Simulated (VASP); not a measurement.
# CsAs (Pm-3m) in VASP: notebook

Runs on CsAs. Level: LDA. Tasks: single point.

All numbers are computed with VASP 6.6.1; they aren't measurements. Logs are shortened: lines on timing, memory, paths and dates and some standing lists are left out, and cuts for length are marked.

**1. The cell of the first run**

It takes space group Pm-3m (No. 221, cubic). The conventional cell has a = 3.474 Å, b = 3.474 Å, c = 3.474 Å, α = 90.00°, β = 90.00°, γ = 90.00°. Cs (site symmetry m-3m) has 8 As at 3.01 Å and 6 Cs at 3.47 Å within 4.0 Å. As (site symmetry m-3m) has 8 Cs at 3.01 Å and 6 As at 3.47 Å within 4.0 Å.

**2. Single point, LDA**

Contents of INCAR:

```
ALGO = Normal
EDIFF = 1E-6
ENCUT = 520
GGA = CA
ISIF = 2
ISMEAR = -1
LASPH = T
LCHARG = T
LELF = T
LREAL = F
LVHAR = T
LWAVE = F
NBANDS = 14
NELM = 60
PREC = Accurate
SIGMA = 0.05
```

Contents of KPOINTS:

```
k-points
0
Gamma
  6 6 6
```

Contents of POSCAR:

```
CsAs
1.0
    3.4744773946      0.0000000000      0.0000000000
    0.0000000000      3.4744773946      0.0000000000
    0.0000000000      0.0000000000      3.4744773946
Cs As
1 1
Direct
    0.0000000000      0.0000000000      0.0000000000
    0.5000000000      0.5000000000      0.5000000000
```

Potentials or basis: VASP PAW LDA potentials, release 64 (Cs_sv, As).

Started as:

```console
> cat potpaw_LDA.64/Cs_sv/POTCAR potpaw_LDA.64/As/POTCAR > POTCAR
> mpirun -np 1 vasp_std > vasp.out
```

OUTCAR:

```text
EDIFF = 1E-6
   ENCUT = 520
   GGA = CA
   ISIF = 2
   ISMEAR = -1
   LASPH = T
   LREAL = F
   NELM = 60
   PREC = Accurate

 ion  position               nearest neighbor table
   1  0.000  0.000  0.000-   2 3.01   2 3.01   2 3.01   2 3.01   2 3.01   2 3.01   2 3.01   2 3.01

   2  0.500  0.500  0.500-   1 3.01   1 3.01   1 3.01   1 3.01   1 3.01   1 3.01   1 3.01   1 3.01

  LATTYP: Found a simple cubic cell.
 ALAT       =     3.4744773946

  Lattice vectors:

 A1 = (   3.4744773946,   0.0000000000,   0.0000000000)
 A2 = (   0.0000000000,   3.4744773946,   0.0000000000)
 A3 = (   0.0000000000,   0.0000000000,   3.4744773946)

Analysis of symmetry for initial positions (statically):
=====================================================================
 Subroutine PRICEL returns:
 Original cell was already a primitive cell.

 Routine SETGRP: Setting up the symmetry group for a
 simple cubic supercell.

 Subroutine GETGRP returns: Found 48 space group operations
 (whereof 48 operations were pure point group operations)
 out of a pool of 48 trial point group operations.

The static configuration has the point symmetry O_h .

Analysis of symmetry for dynamics (positions and initial velocities):
=====================================================================
 Subroutine PRICEL returns:
 Original cell was already a primitive cell.

 Routine SETGRP: Setting up the symmetry group for a
 simple cubic supercell.

 Subroutine GETGRP returns: Found 48 space group operations
 (whereof 48 operations were pure point group operations)
 out of a pool of 48 trial point group operations.

The dynamic configuration has the point symmetry O_h .

 Subroutine INISYM returns: Found 48 space group operations
 (whereof 48 operations are pure point group operations),
 and found     1 'primitive' translations

----------------------------------------------------------------------------------------

                                     Primitive cell

  volume of cell :      41.9439

  direct lattice vectors                    reciprocal lattice vectors
     3.474477395  0.000000000  0.000000000     0.287813068  0.000000000  0.000000000
     0.000000000  3.474477395  0.000000000     0.000000000  0.287813068  0.000000000
     0.000000000  0.000000000  3.474477395     0.000000000  0.000000000  0.287813068

  length of vectors
     3.474477395  3.474477395  3.474477395     0.287813068  0.287813068  0.287813068

  position of ions in fractional coordinates (direct lattice)
     0.000000000  0.000000000  0.000000000
     0.500000000  0.500000000  0.500000000

  ion indices of the primitive-cell ions
   primitive index   ion index
                 1           1
                 2           2

----------------------------------------------------------------------------------------

 KPOINTS: k-points

Automatic generation of k-mesh.
 Grid dimensions read from file:
 generate k-points for:    6    6    6

 Generating k-lattice:

  Cartesian coordinates                     Fractional coordinates (reciprocal lattice)
     0.047968845  0.000000000  0.000000000     0.166666667  0.000000000  0.000000000
     0.000000000  0.047968845  0.000000000     0.000000000  0.166666667  0.000000000
     0.000000000  0.000000000  0.047968845     0.000000000  0.000000000  0.166666667

  Length of vectors
     0.047968845  0.047968845  0.047968845

  Shift w.r.t. Gamma in fractional coordinates (k-lattice)
     0.000000000  0.000000000  0.000000000

 Subroutine IBZKPT returns following result:
 ===========================================

 Found     20 irreducible k-points:

 Following reciprocal coordinates:
            Coordinates               Weight
  0.000000  0.000000  0.000000      1.000000
  0.166667  0.000000  0.000000      6.000000
  0.333333  0.000000  0.000000      6.000000
  0.500000  0.000000  0.000000      3.000000
  0.166667  0.166667  0.000000     12.000000
  0.333333  0.166667  0.000000     24.000000
[... 12 lines left out ...]
  0.500000  0.500000  0.333333      6.000000
  0.500000  0.500000  0.500000      1.000000
   k-points           NKPTS =     20   k-points in BZ     NKDIM =     20   number of bands    NBANDS=     14
   number of dos      NEDOS =    301   number of ions     NIONS =      2
   total plane-waves  NPLWV =  21952
   dimension x,y,z NGX =    28 NGY =   28 NGZ =   28
   dimension x,y,z NGXF=    56 NGYF=   56 NGZF=   56
   ions per type =               1   1
   NGX,Y,Z   is equivalent  to a cutoff of  13.40, 13.40, 13.40 a.u.
   NGXF,Y,Z  is equivalent  to a cutoff of  26.79, 26.79, 26.79 a.u.
 SYSTEM =  unknown system
   PREC   = accura    normal or accurate (medium, high low for compatibility)
   ISTART =      0    job   : 0-new  1-cont  2-samecut
   ICHARG =      2    charge: 1-file 2-atom 10-const
   ISPIN  =      1    spin polarized calculation?
   LNONCOLLINEAR =      F non collinear calculations
   LSORBIT =      F    spin-orbit coupling
   LASPH  =      T    aspherical Exc in radial PAW
   ENCUT  =  520.0 eV  38.22 Ry    6.18 a.u.   6.46  6.46  6.46*2*pi/ulx,y,z
   NELM   =     60;   NELMIN=  2; NELMDL= -5     # of ELM steps
   EDIFF  = 0.1E-05   stopping-criterion for ELM
   LREAL  =      F    real-space projection
   EDIFFG = 0.1E-04   stopping-criterion for IOM
   NSW    =      0    number of steps for IOM
   IBRION =     -1    ionic relax: 0-MD 1-quasi-New 2-CG
   NFREE  =      0    steps in history (QN), initial steepest desc. (CG)
   ISIF   =      2    stress and relaxation
   ISYM   =      2    0-nonsym 1-usesym 2-fastsym
   POTIM  = 0.5000    time-step for ionic-motion
   TEBEG  =    0.0;   TEEND  =   0.0 temperature during run
   PSTRESS=    0.0 pullay stress
   NELECT =      14.0000    total number of electrons
   NUPDOWN=      -1.0000    fix difference up-down
   EMIN   =  10.00;   EMAX   =-10.00  energy-range for DOS
   EFERMI =   0.00;   METHOD = LEGACY
   ISMEAR =    -1;   SIGMA  =   0.05  broadening in eV -4-tet -1-fermi 0-gaus
   EFERMI_NEDOS =   21; number of points for ismear=-14 and -15
   IALGO  =     38    algorithm
   IMIX   =      4    mixing-type and parameters
     AMIX     =   0.40;   BMIX     =  1.00
     AMIX_MAG =   1.60;   BMIX_MAG =  1.00
  volume/ion in A,a.u.               =      20.97       141.53
  Fermi-wavevector in a.u.,A,eV,Ry     =   1.135607  2.145986 17.546114  1.289603
  Thomas-Fermi vector in A             =   2.272312
   LORBIT       =      0    0 simple, 1 ext, 2 COOP (PROOUT), +10 PAW based schemes
   GGA     = CA    functional components
   LHFCALC =     F    Hartree Fock is set to
   AEXX    =    0.0000 exact exchange contribution
   IVDW    =     0    specifies the selected vdW correction
   LEPSILON=     F    determine dielectric tensor
   LRPA    =     F    only Hartree local field effects (RPA)
 non-spin polarized calculation
  energy-cutoff  :      520.00
  volume of cell :       41.94
 maximum number of plane-waves:      1146
 NGX is ok and might be reduce to    28
   NGX = 13   NGY = 13   NGZ = 13

 number of electron      13.9999997 magnetization

 Free energy of the ion-electron system (eV)
  ---------------------------------------------------
  ext. energy  EPLUGINS =         0.00000000
  ---------------------------------------------------
  free energy    TOTEN  =        -4.23251548 eV

  energy without entropy =       -4.20657963  energy(sigma->0) =       -4.21954755

 E-fermi :   6.7490     XC(G=0): -11.2114

 val. band max:        6.7086409503   @ k =   0.3333   0.0000   0.0000
 cond. band min:       6.7514190668   @ k =   0.1667   0.1667   0.1667
 fundamental gap:      0.0427781165
 Fermi energy:         6.7490144078

 k-point     1 :       0.0000    0.0000    0.0000
  band No.  band energies     occupation
      1     -16.0316      2.00000
      2      -4.0651      2.00000
      3      -1.6920      2.00000
      4      -1.6920      2.00000
      5      -1.6920      2.00000
      6       7.4222      0.00000
      7       7.4222      0.00000
      8       8.5113      0.00000
      9       8.5113      0.00000
     10       8.5113      0.00000
     11      15.4852      0.00000
     12      15.4852      0.00000
     13      15.4852      0.00000
     14      15.8089      0.00000

 k-point     2 :       0.1667    0.0000    0.0000
  band No.  band energies     occupation
      1     -15.8982      2.00000
      2      -4.9577      2.00000
      3      -1.5329      2.00000
      4      -1.5329      2.00000
      5      -1.2226      2.00000
      6       6.6651      1.68549
      7       7.7226      0.00000
      8       7.8854      0.00000
      9       7.8854      0.00000
     10       9.4868      0.00000
     11      15.5197      0.00000
     12      15.5197      0.00000
     13      15.7455      0.00000
     14      16.1834      0.00000

 k-point     3 :       0.3333    0.0000    0.0000
  band No.  band energies     occupation
      1     -15.6041      2.00000
      2      -6.3352      2.00000
      3      -1.1729      2.00000
      4      -1.1729      2.00000
      5      -0.2920      2.00000
      6       4.5471      2.00000
      7       6.7086      1.38314
      8       6.7086      1.38314
      9       8.5586      0.00000
     10      13.0799      0.00000
     11      13.3975      0.00000
     12      16.2308      0.00000
     13      16.2308      0.00000
     14      16.4361      0.00000

 k-point     4 :       0.5000    0.0000    0.0000
  band No.  band energies     occupation
      1     -15.4400      2.00000
      2      -6.9349      2.00000
      3      -0.9652      2.00000
      4      -0.9652      2.00000
      5       0.4114      2.00000
      6       3.3483      2.00000
      7       6.1399      1.99999
      8       6.1399      1.99999
      9       9.3052      0.00000
     10      11.9961      0.00000
     11      16.7030      0.00000
     12      16.9700      0.00000
     13      17.5252      0.00000
     14      17.5300      0.00000

 k-point     5 :       0.1667    0.1667    0.0000
  band No.  band energies     occupation
      1     -15.7695      2.00000
      2      -5.2021      2.00000
      3      -2.5851      2.00000
      4      -1.3854      2.00000
      5      -0.3055      2.00000
      6       5.6966      2.00000
      7       7.4615      0.00000
      8       7.5901      0.00000
      9       8.8802      0.00000
     10      10.3518      0.00000
     11      13.9151      0.00000
[... 208 lines left out ...]
 k-point    18 :       0.5000    0.3333    0.3333
  band No.  band energies     occupation
      1     -14.7845      2.00000
      2      -4.6101      2.00000
      3      -3.2266      2.00000
      4      -2.8323      2.00000
      5      -2.4588      2.00000
      6       2.9511      2.00000
      7       3.9645      2.00000
      8       4.9740      2.00000
      9      13.9294      0.00000
     10      14.7461      0.00000
     11      14.9720      0.00000
     12      18.5773      0.00000
     13      18.9186      0.00000
     14      20.1472      0.00000

 k-point    19 :       0.5000    0.5000    0.3333
  band No.  band energies     occupation
      1     -14.6710      2.00000
      2      -3.6331      2.00000
      3      -3.6331      2.00000
      4      -3.2192      2.00000
      5      -2.7237      2.00000
      6       3.2274      2.00000
      7       3.2274      2.00000
      8       3.3550      2.00000
      9      15.0774      0.00000
     10      16.2945      0.00000
     11      16.2945      0.00000
     12      17.8811      0.00000
     13      20.4145      0.00000
     14      21.1258      0.00000

 k-point    20 :       0.5000    0.5000    0.5000
  band No.  band energies     occupation
      1     -14.5628      2.00000
      2      -3.2895      2.00000
      3      -3.2895      2.00000
      4      -3.2895      2.00000
      5      -2.8184      2.00000
      6       2.3282      2.00000
      7       2.3282      2.00000
      8       2.3282      2.00000
      9      18.3863      0.00000
     10      18.3863      0.00000
     11      18.3863      0.00000
     12      19.5849      0.00000
     13      19.5849      0.00000
     14      19.5849      0.00000

------------------------ aborting loop because EDIFF is reached ----------------------------------------

  FORCE on cell =-STRESS in cart. coord.  units (eV):
  Direction    XX          YY          ZZ          XY          YZ          ZX
  --------------------------------------------------------------------------------------
  -------------------------------------------------------------------------------------
  Total        8.2668749      8.2668749      8.2668749      0.0000000     -0.0000000     -0.0000000
  in kB      315.7791673    315.7791673    315.7791673      0.0000000     -0.0000000     -0.0000000
  external PRESSURE =     315.7791673 kB  Pullay stress =       0.0000000 kB

 VOLUME and BASIS-vectors are now :
 -----------------------------------------------------------------------------
  energy-cutoff  :      520.00
  volume of cell :       41.94
      direct lattice vectors                 reciprocal lattice vectors
     3.474477395  0.000000000  0.000000000     0.287813068  0.000000000  0.000000000
     0.000000000  3.474477395  0.000000000     0.000000000  0.287813068  0.000000000
     0.000000000  0.000000000  3.474477395     0.000000000  0.000000000  0.287813068

 POSITION                                       TOTAL-FORCE (eV/Angst)
 -----------------------------------------------------------------------------------
      0.00000      0.00000      0.00000         0.000000      0.000000      0.000000
      1.73724      1.73724      1.73724         0.000000      0.000000      0.000000
 -----------------------------------------------------------------------------------
    total drift:                                0.000000      0.000000      0.000000

  FREE ENERGIE OF THE ION-ELECTRON SYSTEM (eV)
  ---------------------------------------------------
  free  energy   TOTEN  =        -4.2325154767 eV

  energy  without entropy=       -4.2065796269  energy(sigma->0) =       -4.21954755
```

Run time: 9.7 s. Hardware: 1 thread of Intel Xeon 6975P-C, shared host; peak memory 0.14 GiB.

Results:

```
Free energy            : -4.2325 eV
Pressure               : 31.6 GPa
Band gap on the k mesh : zero (band 7 reaches 7.72 eV, above the bottom of band 8 at 2.33 eV)
```

Levels at points of the mesh, in eV from the Fermi level:
| k point | band 4 | band 5 | band 6 | band 7 | band 8 | band 9 | band 10 | band 11 |
| --- | --- | --- | --- | --- | --- | --- | --- | --- |
| (0.00, 0.00, 0.00) | -8.44 | -8.44 | 0.67 | 0.67 | 1.76 | 1.76 | 1.76 | 8.74 |
| (0.50, 0.00, 0.00) | -7.71 | -6.34 | -3.40 | -0.61 | -0.61 | 2.56 | 5.25 | 9.95 |
| (0.50, 0.50, 0.00) | -10.80 | -7.31 | 0.02 | 0.02 | 0.95 | 2.85 | 4.92 | 4.92 |
| (0.50, 0.50, 0.50) | -10.04 | -9.57 | -4.42 | -4.42 | -4.42 | 11.64 | 11.64 | 11.64 |

Caveat: spin-orbit coupling is left out, which moves the levels of the heavy elements.

**3. Single point, LDA**

This run uses another cell than the first one, of 22.92 Å³/atom, 1.093 times its volume.

Contents of INCAR:

```
PREC = Accurate ; ENCUT = 520
EDIFF = 1E-6 ; ISMEAR = -1
SIGMA = 0.05 ; LREAL = False
LASPH = True ; NELM = 80
ALGO = Normal ; ISIF = 2
LWAVE = False ; LCHARG = False
NBANDS = 14
```

Contents of KPOINTS:

```
regular mesh
0
Gamma
  6 6 6
```

Contents of POSCAR:

```
CsAs
1.0
    3.5788314759      0.0000000000      0.0000000000
    0.0000000000      3.5788314759      0.0000000000
    0.0000000000      0.0000000000      3.5788314759
Cs As
1 1
Direct
    0.0000000000      0.0000000000      0.0000000000
    0.5000000000      0.5000000000      0.5000000000
```

Potentials or basis: VASP PAW LDA potentials, release 64 (Cs_sv, As).

Started as:

```console
> cat potpaw_LDA.64/Cs_sv/POTCAR potpaw_LDA.64/As/POTCAR > POTCAR
> mpirun -np 1 vasp_std > vasp.out
```

It took 9.5 s on 1 thread of Intel Xeon 6975P-C, shared host; peak memory 0.14 GiB.

It converged, with:

| Property | Result |
| --- | --- |
| Free energy | -4.8647 eV |
| Pressure | 21.1 GPa |
| Band gap on the k mesh | zero (band 7 reaches 6.86 eV, above the bottom of band 8 at 1.89 eV) |

Levels at points of the mesh, in eV from the Fermi level:
```
           k point  band 5  band 6  band 7  band 8  band 9  band 10
(0.00, 0.00, 0.00)   -8.19    1.15    1.15    1.52    1.52     1.52
(0.50, 0.00, 0.00)   -6.53   -3.16   -0.39   -0.39    2.91     5.50
(0.50, 0.50, 0.00)   -7.28   -0.09   -0.09    0.95    2.96     4.79
(0.50, 0.50, 0.50)   -9.42   -3.83   -3.83   -3.83   10.81    10.81
```

Caveat: spin-orbit coupling is left out, which moves the levels of the heavy elements.
